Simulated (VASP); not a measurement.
A run of VASP 6.6.1 is set up as follows.

File INCAR:

```
PREC = Accurate
ENCUT = 520
EDIFF = 1E-6
ISMEAR = 0
SIGMA = 0.02
LREAL = F
LASPH = T
NELM = 100
ALGO = Normal
ISIF = 2
LWAVE = F
LCHARG = F
GGA = PS
NBANDS = 26
```

File KPOINTS:

```
Automatic mesh
0
Gamma
  12 12 12
```

File POSCAR:

```
GaP
1.0
    1.9430151755      1.1218003346      6.4308101003
   -1.9430151755      1.1218003346      6.4308101003
    0.0000000000     -2.2436006692      6.4308101003
Ga P
2 2
Direct
    0.4353720000      0.4353720000      0.4353720000
    0.5646280000      0.5646280000      0.5646280000
    0.0573890000      0.0573890000      0.0573890000
    0.9426110000      0.9426110000      0.9426110000
```

Potentials or basis: VASP PAW PBE potentials, release 64 (Ga_d, P).

Command:

```sh
$ cat potpaw_PBE.64/Ga_d/POTCAR potpaw_PBE.64/P/POTCAR > POTCAR
$ mpirun -np 1 vasp_std > vasp.out
```

Q: Predict the band gap on the k mesh.

A: 0.74 eV (least direct gap 1.01 eV).

Q: Predict the pressure.

A: -2.8 GPa.

Q: Predict the largest force.

A: 0.084 eV/Å.

Forces in eV/Å, atoms in the order of the input:
```
Ga   0.000  0.000  0.048
Ga   0.000  0.000 -0.048
P    0.000  0.000  0.084
P    0.000  0.000 -0.084
```

Caveat: semilocal functionals underestimate gaps, and a narrow one can read as zero; the PAW data sets were made with another functional, which shifts forces and pressure a little. A k mesh can miss the band edges.
